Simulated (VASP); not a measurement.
# LiF (P6_3mc) in VASP: further runs, part 2 of 2

VASP 6.6.1. The steps go on from the part before.

## 3. Single point, PBE (c/a of the conventional cell at fixed volume 1.4929)

INCAR reads:

```
PREC = Accurate
ENCUT = 520
EDIFF = 1E-6
ISMEAR = 0
SIGMA = 0.05
LREAL = False
LASPH = True
NELM = 60
ALGO = Normal
ISIF = 2
LWAVE = False
LCHARG = False
GGA = PE
NBANDS = 18
```

KPOINTS reads:

```
regular mesh
0
Gamma
  9 9 6
```

POSCAR reads:

```
LiF
1.0
    3.1775711328      0.0000000000      0.0000000000
   -1.5887855664      2.7518573233      0.0000000000
    0.0000000000      0.0000000000      4.7437959441
Li F
2 2
Direct
    0.3333333333      0.6666666667      0.4116718394
    0.6666666667      0.3333333333      0.9116718394
    0.3333333333      0.6666666667      0.9939266766
    0.6666666667      0.3333333333      0.4939266766
```

Potentials or basis: VASP PAW PBE potentials, release 64 (Li_sv, F).

The run is started by

```bash
$ cat potpaw_PBE.64/Li_sv/POTCAR potpaw_PBE.64/F/POTCAR > POTCAR
$ mpirun -np 1 vasp_std > vasp.out
```

OUTCAR:

```text
PREC = Accurate
   ENCUT = 520
   EDIFF = 1E-6
   ISMEAR = 0
   LREAL = False
   LASPH = True
   NELM = 60
   ISIF = 2
   GGA = PE

 ion  position               nearest neighbor table
   1  0.333  0.667  0.412-   4 1.88   4 1.88   4 1.88   3 1.98
   2  0.667  0.333  0.912-   3 1.88   3 1.88   3 1.88   4 1.98
   3  0.333  0.667  0.994-   2 1.88   2 1.88   2 1.88   1 1.98
   4  0.667  0.333  0.494-   1 1.88   1 1.88   1 1.88   2 1.98

  LATTYP: Found a hexagonal cell.
[... 705 lines left out ...]
  FORCE on cell =-STRESS in cart. coord.  units (eV):
  Direction    XX          YY          ZZ          XY          YZ          ZX
  --------------------------------------------------------------------------------------
  -------------------------------------------------------------------------------------
  Total       -0.0325640     -0.0325640     -0.3857887      0.0000000      0.0000000      0.0000000
  in kB       -1.2577711     -1.2577711    -14.9009151      0.0000000      0.0000000      0.0000000
  external PRESSURE =      -5.8054857 kB  Pullay stress =       0.0000000 kB

 VOLUME and BASIS-vectors are now :
 -----------------------------------------------------------------------------
  energy-cutoff  :      520.00
  volume of cell :       41.48
      direct lattice vectors                 reciprocal lattice vectors
     3.177571133  0.000000000  0.000000000     0.314705779  0.181695466  0.000000000
    -1.588785566  2.751857323  0.000000000     0.000000000  0.363390933  0.000000000
     0.000000000  0.000000000  4.743795944     0.000000000  0.000000000  0.210801647

 POSITION                                       TOTAL-FORCE (eV/Angst)
 -----------------------------------------------------------------------------------
     -0.00000      1.83457      1.95289        -0.000000     -0.000000     -0.150487
      1.58879      0.91729      4.32479         0.000000      0.000000     -0.150487
     -0.00000      1.83457      4.71499         0.000000      0.000000      0.150487
      1.58879      0.91729      2.34309        -0.000000     -0.000000      0.150487
 -----------------------------------------------------------------------------------
    total drift:                                0.000001      0.000001     -0.000364

  FREE ENERGIE OF THE ION-ELECTRON SYSTEM (eV)
  ---------------------------------------------------
  free  energy   TOTEN  =       -19.2793585266 eV

  energy  without entropy=      -19.2793585266  energy(sigma->0) =      -19.27935853
```

OSZICAR:

```text
N       E                     dE             d eps       ncg     rms          rms(c)
DAV:   1     0.119943213681E+03    0.11994E+03   -0.10572E+04  1728   0.120E+03
DAV:   2    -0.101145246024E+02   -0.13006E+03   -0.12729E+03  1952   0.296E+02
DAV:   3    -0.206088353269E+02   -0.10494E+02   -0.10434E+02  3238   0.624E+01
DAV:   4    -0.206954539742E+02   -0.86619E-01   -0.86469E-01  2126   0.722E+00
DAV:   5    -0.206964121859E+02   -0.95821E-03   -0.95799E-03  2274   0.637E-01    0.733E+00
DAV:   6    -0.192177277670E+02    0.14787E+01   -0.41174E+00  1794   0.151E+01    0.231E+00
DAV:   7    -0.192416007345E+02   -0.23873E-01   -0.10717E-01  1976   0.231E+00    0.149E+00
DAV:   8    -0.192790831756E+02   -0.37482E-01   -0.59861E-02  1894   0.236E+00    0.354E-01
DAV:   9    -0.192782084286E+02    0.87475E-03   -0.56550E-03  2372   0.653E-01    0.102E-01
DAV:  10    -0.192793786351E+02   -0.11702E-02   -0.16796E-03  1842   0.274E-01    0.575E-02
DAV:  11    -0.192793562897E+02    0.22345E-04   -0.75585E-05  2250   0.773E-02    0.114E-02
DAV:  12    -0.192793582941E+02   -0.20043E-05   -0.86319E-06  1872   0.224E-02    0.192E-03
DAV:  13    -0.192793585266E+02   -0.23256E-06   -0.34552E-07  1782   0.487E-03
   1 F= -.19279359E+02 E0= -.19279359E+02  d E =-.138151E-18
```

stdout:

```text
POSCAR found type information on POSCAR LiF
 POSCAR found :  2 types and       4 ions
 scaLAPACK will be used
 LDA part: xc-table for (Slater+PW92), standard interpolation
 POSCAR, INCAR and KPOINTS ok, starting setup
 FFT: planning ... GRIDC
 FFT: planning ... GRID_SOFT
 FFT: planning ... GRID
 WAVECAR not read
 entering main loop
```

Wall time 28 s (1 thread of Intel Xeon Platinum 8488C (Sapphire Rapids), shared host); peak memory 0.16 GiB.

Results:

- Free energy: -19.2794 eV
- Largest force: 0.150 eV/Å
- Band gap on the k mesh: 7.40 eV, direct

Forces in eV/Å, atoms in the order of the input:
```
Li   0.000  0.000 -0.150
Li   0.000  0.000 -0.150
F    0.000  0.000  0.150
F    0.000  0.000  0.150
```

Caveat: the cutoff is under 1.25 times the usual one of these potentials, so pressure, stress and relaxed cells hold a basis-set (Pulay) error. A k mesh can miss the band edges.

## 4. Single point, PBE (c/a of the conventional cell at fixed volume 1.4929)

INCAR reads:

```
PREC     = Accurate       # precision mode
ENCUT    = 520            # plane-wave cutoff, eV
EDIFF    = 1E-7           # SCF threshold, eV
ISMEAR   = 0              # smearing method
SIGMA    = 0.05           # smearing width, eV
LREAL    = False          # projectors in reciprocal space
LASPH    = True           # aspherical terms in the spheres
NELM     = 80             # most SCF steps
ALGO     = Normal         # electronic algorithm
ISIF     = 2              # what is computed and relaxed
LWAVE    = False          # write WAVECAR
LCHARG   = False          # write CHGCAR
GGA      = PE             # functional
NBANDS   = 18             # bands
```

KPOINTS is that of step 3.

Edit POSCAR of step 3 so:

```diff
@@ -8,4 +8,4 @@
 Direct
-    0.3333333333      0.6666666667      0.4116718394
-    0.6666666667      0.3333333333      0.9116718394
+    0.3333333333      0.6666666667      0.3504708074
+    0.6666666667      0.3333333333      0.8504708074
     0.3333333333      0.6666666667      0.9939266766
```

The run is started by

```bash
$ cat potpaw_PBE.64/Li_sv/POTCAR potpaw_PBE.64/F/POTCAR > POTCAR
$ mpirun -np 1 vasp_std > vasp.out
```

It took 22 s on 1 thread of Intel Xeon Platinum 8488C (Sapphire Rapids), shared host; peak memory 0.16 GiB.

It converged, with:

* Free energy: -19.1174 eV
* Largest force: 1.069 eV/Å
* Band gap on the k mesh: 7.64 eV, direct

Forces on the atoms (eV/Å):
```
Li   0.000  0.000  1.069
Li   0.000  0.000  1.069
F    0.000  0.000 -1.069
F    0.000  0.000 -1.069
```

Levels at points of the mesh, in eV from the valence-band top:
| k point | band 7 | band 8 | band 9 | band 10 | band 11 | band 12 | band 13 | band 14 |
| --- | --- | --- | --- | --- | --- | --- | --- | --- |
| (0.00, 0.00, 0.00) | -0.38 | -0.04 | 0.00 | 0.00 | 7.64 | 12.12 | 15.14 | 18.05 |
| (0.00, 0.00, 0.50) | -0.19 | -0.19 | -0.19 | -0.19 | 9.27 | 9.27 | 18.11 | 18.11 |

Caveat: the cutoff is under 1.25 times the usual one of these potentials, so pressure, stress and relaxed cells hold a basis-set (Pulay) error; forces of over 1 eV/Å act on the atoms, so gaps and moduli don't describe the material at rest. A k mesh can miss the band edges.

## 5. Single point, PBE (c/a of the conventional cell at fixed volume 1.4427)

INCAR reads:

```
PREC = Accurate
ENCUT = 520
EDIFF = 1E-7
ISMEAR = 0
SIGMA = 0.05
LREAL = F
LASPH = T
NELM = 100
ALGO = Normal
ISIF = 2
LWAVE = F
LCHARG = F
GGA = PE
NBANDS = 18
```

KPOINTS is that of step 4.

POSCAR reads:

```
LiF
1.0
    3.2140071864      0.0000000000      0.0000000000
   -1.6070035932      2.7834118714      0.0000000000
    0.0000000000      0.0000000000      4.6368481678
Li F
2 2
Direct
    0.3333333333      0.6666666667      0.3912714954
    0.6666666667      0.3333333333      0.8912714954
    0.3333333333      0.6666666667      0.9939266766
    0.6666666667      0.3333333333      0.4939266766
```

Potentials or basis: VASP PAW PBE potentials, release 64 (Li_sv, F).

The run is started by

```bash
$ cat potpaw_PBE.64/Li_sv/POTCAR potpaw_PBE.64/F/POTCAR > POTCAR
$ mpirun -np 1 vasp_std > vasp.out
```

OUTCAR:

```text
PREC = Accurate
   ENCUT = 520
   EDIFF = 1E-7
   ISMEAR = 0
   LREAL = F
   LASPH = T
   NELM = 100
   ISIF = 2
   GGA = PE

 ion  position               nearest neighbor table
   1  0.333  0.667  0.391-   3 1.84   4 1.92   4 1.92   4 1.92
   2  0.667  0.333  0.891-   4 1.84   3 1.92   3 1.92   3 1.92
   3  0.333  0.667  0.994-   1 1.84   2 1.92   2 1.92   2 1.92
   4  0.667  0.333  0.494-   2 1.84   1 1.92   1 1.92   1 1.92

  LATTYP: Found a hexagonal cell.
 ALAT       =     3.2140071864
 C/A-ratio  =     1.4427000000

  Lattice vectors:

 A1 = (   3.2140071864,   0.0000000000,   0.0000000000)
 A2 = (  -1.6070035932,   2.7834118714,   0.0000000000)
 A3 = (   0.0000000000,   0.0000000000,   4.6368481678)

Analysis of symmetry for initial positions (statically):
=====================================================================
 Subroutine PRICEL returns:
 Original cell was already a primitive cell.

 Routine SETGRP: Setting up the symmetry group for a
 hexagonal supercell.

 Subroutine GETGRP returns: Found 12 space group operations
 (whereof  6 operations were pure point group operations)
 out of a pool of 24 trial point group operations.

The static configuration has the point symmetry C_3v.
 The point group associated with its full space group is C_6v.

Analysis of symmetry for dynamics (positions and initial velocities):
=====================================================================
 Subroutine PRICEL returns:
 Original cell was already a primitive cell.

 Routine SETGRP: Setting up the symmetry group for a
 hexagonal supercell.

 Subroutine GETGRP returns: Found 12 space group operations
 (whereof  6 operations were pure point group operations)
 out of a pool of 24 trial point group operations.
[... 122 lines left out ...]
   EFERMI_NEDOS =   21; number of points for ismear=-14 and -15
   IALGO  =     38    algorithm
   IMIX   =      4    mixing-type and parameters
     AMIX     =   0.40;   BMIX     =  1.00
     AMIX_MAG =   1.60;   BMIX_MAG =  1.00
  volume/ion in A,a.u.               =      10.37        69.98
  Fermi-wavevector in a.u.,A,eV,Ry     =   1.283716  2.425872 22.421420  1.647928
  Thomas-Fermi vector in A             =   2.415953
   LORBIT       =      0    0 simple, 1 ext, 2 COOP (PROOUT), +10 PAW based schemes
   GGA     = PE    functional components
   LHFCALC =     F    Hartree Fock is set to
   AEXX    =    0.0000 exact exchange contribution
   IVDW    =     0    specifies the selected vdW correction
   LEPSILON=     F    determine dielectric tensor
   LRPA    =     F    only Hartree local field effects (RPA)
 non-spin polarized calculation
 Gauss-broadening in eV      SIGMA  =   0.05
  energy-cutoff  :      520.00
  volume of cell :       41.48
 maximum number of plane-waves:      1134
 NGX is ok and might be reduce to    24

 number of electron      20.0000032 magnetization

 Free energy of the ion-electron system (eV)
  ---------------------------------------------------
  ext. energy  EPLUGINS =         0.00000000
  ---------------------------------------------------
  free energy    TOTEN  =       -19.27343945 eV

  energy without entropy =      -19.27343945  energy(sigma->0) =      -19.27343945

 E-fermi :  -2.1934     XC(G=0):  -8.6426

 val. band max:       -2.5501763842   @ k =   0.0000   0.0000   0.0000
 cond. band min:       4.9124170254   @ k =   0.0000   0.0000   0.0000
 fundamental gap:      7.4625934096
 Fermi energy:        -2.1934080183

 k-point     1 :       0.0000    0.0000    0.0000
  band No.  band energies     occupation
      1     -43.2492      2.00000
      2     -43.2070      2.00000
      3     -22.0297      2.00000
      4     -21.7381      2.00000
      5      -4.7216      2.00000
      6      -3.2318      2.00000
[... 481 lines left out ...]
      5      -4.5482      2.00000
      6      -3.8277      2.00000
[... 10 lines left out ...]
     17      15.7407      0.00000
     18      17.8174      0.00000

 [... further k-points ...]

------------------------ aborting loop because EDIFF is reached ----------------------------------------

  FORCE on cell =-STRESS in cart. coord.  units (eV):
  Direction    XX          YY          ZZ          XY          YZ          ZX
  --------------------------------------------------------------------------------------
  -------------------------------------------------------------------------------------
  Total       -0.5033188     -0.5033188      0.7219849      0.0000000      0.0000000      0.0000000
  in kB      -19.4404616    -19.4404616     27.8863382      0.0000000      0.0000000      0.0000000
  external PRESSURE =      -3.6648616 kB  Pullay stress =       0.0000000 kB

 VOLUME and BASIS-vectors are now :
 -----------------------------------------------------------------------------
  energy-cutoff  :      520.00
  volume of cell :       41.48
      direct lattice vectors                 reciprocal lattice vectors
     3.214007186  0.000000000  0.000000000     0.311138072  0.179635650  0.000000000
    -1.607003593  2.783411871  0.000000000     0.000000000  0.359271299  0.000000000
     0.000000000  0.000000000  4.636848168     0.000000000  0.000000000  0.215663736

 POSITION                                       TOTAL-FORCE (eV/Angst)
 -----------------------------------------------------------------------------------
     -0.00000      1.85561      1.81427         0.000000      0.000000      0.174805
      1.60700      0.92780      4.13269        -0.000000      0.000000      0.174805
     -0.00000      1.85561      4.60869         0.000000      0.000000     -0.174805
      1.60700      0.92780      2.29026        -0.000000      0.000000     -0.174805
 -----------------------------------------------------------------------------------
    total drift:                               -0.000000     -0.000001      0.003271

  FREE ENERGIE OF THE ION-ELECTRON SYSTEM (eV)
  ---------------------------------------------------
  free  energy   TOTEN  =       -19.2734394473 eV

  energy  without entropy=      -19.2734394473  energy(sigma->0) =      -19.27343945
```

stdout:

```text
POSCAR found type information on POSCAR LiF
 POSCAR found :  2 types and       4 ions
 scaLAPACK will be used
 LDA part: xc-table for (Slater+PW92), standard interpolation
 POSCAR, INCAR and KPOINTS ok, starting setup
 FFT: planning ... GRIDC
 FFT: planning ... GRID_SOFT
 FFT: planning ... GRID
 WAVECAR not read
 entering main loop
```

Run time: 21 s. Hardware: 1 thread of Intel Xeon Platinum 8488C (Sapphire Rapids), shared host; peak memory 0.16 GiB.

Results:

```yaml
Free_energy: -19.2734 eV
Largest_force: 0.175 eV/Å
Band_gap_on_the_k_mesh: 7.46 eV, direct
```

Forces on the atoms (eV/Å):
```
Li   0.000  0.000  0.175
Li   0.000  0.000  0.175
F    0.000  0.000 -0.175
F    0.000  0.000 -0.175
```

Caveat: the cutoff is under 1.25 times the usual one of these potentials, so pressure, stress and relaxed cells hold a basis-set (Pulay) error. A k mesh can miss the band edges.

## 6. Single point, PBE (c/a of the conventional cell at fixed volume 1.6685)

INCAR reads:

```
PREC = Accurate ; ENCUT = 520
EDIFF = 1E-7 ; ISMEAR = 0
SIGMA = 0.05 ; LREAL = False
LASPH = True ; NELM = 100
ALGO = Normal ; ISIF = 2
LWAVE = False ; LCHARG = False
GGA = PE ; NBANDS = 18
```

KPOINTS is that of step 5.

POSCAR reads:

```
LiF
1.0
    3.0619407579      0.0000000000      0.0000000000
   -1.5309703789      2.6517184812      0.0000000000
    0.0000000000      0.0000000000      5.1088481545
Li F
2 2
Direct
    0.3333333333      0.6666666667      0.3708711514
    0.6666666667      0.3333333333      0.8708711514
    0.3333333333      0.6666666667      0.9939266766
    0.6666666667      0.3333333333      0.4939266766
```

Potentials or basis: VASP PAW PBE potentials, release 64 (Li_sv, F).

The run is started by

```bash
$ cat potpaw_PBE.64/Li_sv/POTCAR potpaw_PBE.64/F/POTCAR > POTCAR
$ mpirun -np 1 vasp_std > vasp.out
```

OUTCAR:

```text
PREC = Accurate
   ENCUT = 520
   EDIFF = 1E-7
   ISMEAR = 0
   LREAL = False
   LASPH = True
   NELM = 100
   ISIF = 2
   GGA = PE

 ion  position               nearest neighbor table
   1  0.333  0.667  0.371-   4 1.88   4 1.88   4 1.88   3 1.93
   2  0.667  0.333  0.871-   3 1.88   3 1.88   3 1.88   4 1.93
   3  0.333  0.667  0.994-   2 1.88   2 1.88   2 1.88   1 1.93
   4  0.667  0.333  0.494-   1 1.88   1 1.88   1 1.88   2 1.93

  LATTYP: Found a hexagonal cell.
[... 705 lines left out ...]
  FORCE on cell =-STRESS in cart. coord.  units (eV):
  Direction    XX          YY          ZZ          XY          YZ          ZX
  --------------------------------------------------------------------------------------
  -------------------------------------------------------------------------------------
  Total        0.2934124      0.2934124     -0.6401561      0.0000000      0.0000000      0.0000000
  in kB       11.3329224     11.3329224    -24.7257399      0.0000000      0.0000000      0.0000000
  external PRESSURE =      -0.6866317 kB  Pullay stress =       0.0000000 kB

 VOLUME and BASIS-vectors are now :
 -----------------------------------------------------------------------------
  energy-cutoff  :      520.00
  volume of cell :       41.48
      direct lattice vectors                 reciprocal lattice vectors
     3.061940758  0.000000000  0.000000000     0.326590251  0.188556969  0.000000000
    -1.530970379  2.651718481  0.000000000     0.000000000  0.377113938  0.000000000
     0.000000000  0.000000000  5.108848155     0.000000000  0.000000000  0.195738838

 POSITION                                       TOTAL-FORCE (eV/Angst)
 -----------------------------------------------------------------------------------
     -0.00000      1.76781      1.89472         0.000000      0.000000     -0.042184
      1.53097      0.88391      4.44915        -0.000000     -0.000000     -0.042184
     -0.00000      1.76781      5.07782         0.000000     -0.000000      0.042184
      1.53097      0.88391      2.52340         0.000000      0.000000      0.042184
 -----------------------------------------------------------------------------------
    total drift:                                0.000000      0.000001      0.002962

  FREE ENERGIE OF THE ION-ELECTRON SYSTEM (eV)
  ---------------------------------------------------
  free  energy   TOTEN  =       -19.2841677423 eV

  energy  without entropy=      -19.2841677423  energy(sigma->0) =      -19.28416774
```

stdout:

```text
POSCAR found type information on POSCAR LiF
 POSCAR found :  2 types and       4 ions
 scaLAPACK will be used
 LDA part: xc-table for (Slater+PW92), standard interpolation
 POSCAR, INCAR and KPOINTS ok, starting setup
 FFT: planning ... GRIDC
 FFT: planning ... GRID_SOFT
 FFT: planning ... GRID
 WAVECAR not read
 entering main loop
```

Wall time 19 s (1 thread of Intel Xeon Platinum 8488C (Sapphire Rapids), shared host); peak memory 0.16 GiB.

Results:

* Free energy: -19.2842 eV
* Largest force: 0.042 eV/Å
* Band gap on the k mesh: 7.66 eV, direct

Forces in eV/Å, atoms in the order of the input:
```
Li   0.000  0.000 -0.042
Li   0.000  0.000 -0.042
F    0.000  0.000  0.042
F    0.000  0.000  0.042
```

Levels at points of the mesh, in eV from the valence-band top:
```tsv
k point	band 6	band 7	band 8	band 9	band 10	band 11	band 12	band 13	band 14	band 15
(0.00, 0.00, 0.00)	-0.23	-0.23	-0.04	0.00	0.00	7.66	11.56	14.59	18.85	18.85
(0.00, 0.00, 0.50)	-1.04	-0.12	-0.12	-0.12	-0.12	9.22	9.22	16.87	16.87	19.11
```

Caveat: the cutoff is under 1.25 times the usual one of these potentials, so pressure, stress and relaxed cells hold a basis-set (Pulay) error.

## 7. Overview

```csv
cell,gap on the mesh (eV),largest force (eV/Å)
"a = 3.214, b = 3.214, c = 4.637 Å, angles 90.0, 90.0, 120.0°, 4 atoms",7.46,0.17
"a = 3.178, b = 3.178, c = 4.744 Å, angles 90.0, 90.0, 120.0°, 4 atoms",7.64,1.07
"a = 3.062, b = 3.062, c = 5.109 Å, angles 90.0, 90.0, 120.0°, 4 atoms",7.66,0.04
```

Some of these runs hold the atoms at other places in the same cell, which the table doesn't show; runs alike in all that it shows share one row.

Alike in all rows: task single point; level PBE; potentials or basis VASP PAW PBE potentials, release 64 (Li_sv, F); no spin polarisation; k mesh 9 × 9 × 6; cutoff (eV) 520; smearing gaussian 0.05 eV.

Caveats: the cutoff is under 1.25 times the usual one of these potentials, so pressure, stress and relaxed cells hold a basis-set (Pulay) error; forces of over 1 eV/Å act on the atoms, so gaps and moduli don't describe the material at rest (some runs).

Absolute energies hang on the potentials; compare differences alone.
